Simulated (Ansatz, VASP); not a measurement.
## Sn3GeSe: VASP beside Ansatz

```
CELL_PARAMETERS angstrom
5.09866 0.00000 0.00000
0.00000 5.09866 0.00000
0.00000 0.00000 5.65813
ATOMIC_POSITIONS crystal
Sn 0.00000 0.00000 0.98155
Sn 0.50000 0.00000 0.65280
Sn 0.00000 0.50000 0.65280
Ge 0.50000 0.50000 0.42559
Se 0.50000 0.50000 0.99297
```

Alike in both runs: functional PBE; k mesh 4 × 4 × 4; occupations gaussian, width 0.1 eV; no spin polarisation.

Ansatz relaxed the structure, and its values are those at the end. VASP's run is a single point on that final structure, the one shown.

```csv
,VASP,Ansatz
version,VASP 6.6.1,Ansatz 0.2.0
potentials or method,"VASP PAW PBE potentials, release 64 (Sn_d, Ge_d, Se), cutoff 520 eV","scalar-relativistic, plane waves, PAW"
valence electrons in the cell,62,72
```

VASP gave:

```
gap on the k mesh at the Fermi level (eV) : none
pressure (GPa)                            : -0.1
rms of the force components (eV/Å)        : 0.014
```

**Question.** What did Ansatz give for the same quantities?

**Answer.** gap on the k mesh at the Fermi level (eV): none; pressure (GPa): -0.1; rms of the force components (eV/Å): 0.012.

A gap of «none» marks a metal or a gap that the smearing closes. VASP's potentials hold 62 valence electrons a cell and Ansatz's 72, so a difference there can come from the potentials and not from the codes.
